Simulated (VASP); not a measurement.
A run of VASP 6.6.1 is set up as follows.

INCAR

```
PREC = Accurate
ENCUT = 500
EDIFF = 1E-7
ISMEAR = 0
SIGMA = 0.1
LREAL = False
LASPH = True
NELM = 120
ALGO = Normal
ISIF = 3
LWAVE = False
LCHARG = False
GGA = PE
IBRION = 2
NSW = 90
EDIFFG = -0.04
GGA_COMPAT = False
NELMIN = 4
```

File KPOINTS:

```
regular mesh
0
Gamma
  4 4 6
```

The input POSCAR:

```
GaB2
1.0
    3.9133987234      0.0000000000      0.0000000000
    0.0000000000      4.7762729413      0.0000000000
    0.0000000000      0.0000000000      2.9816706648
Ga B
2 4
Direct
    0.0000000000      0.0000000000      0.0000000000
    0.5000000000      0.5000000000      0.5000000000
    0.2004000000      0.3787000000      0.0000000000
    0.7996000000      0.6213000000      0.0000000000
    0.7004000000      0.1213000000      0.5000000000
    0.2996000000      0.8787000000      0.5000000000
```

Potentials or basis: VASP PAW PBE potentials, release 64 (Ga_d, B).

The run is started by

```console
$ cat potpaw_PBE.64/Ga_d/POTCAR potpaw_PBE.64/B/POTCAR > POTCAR
$ mpirun -np 1 vasp_std > vasp.out
```

Problem. What does it give for the relaxed cell?

Solution. a = 3.529 Å, b = 5.568 Å, c = 3.558 Å, α = 90.00°, β = 90.00°, γ = 90.00°.

Problem. What does it give for the band gap on the k mesh?

Solution. Zero (bands 19 and 20 overlap by 4.62 eV).

Stress tensor (GPa, compression positive):
```
 0.09  0.00  0.00
 0.00 -0.47  0.00
 0.00  0.00 -0.19
```

Caveat: the k points lie up to 0.45 Å⁻¹ apart in the final cell, too coarse for converged energies and pressures of a metal.
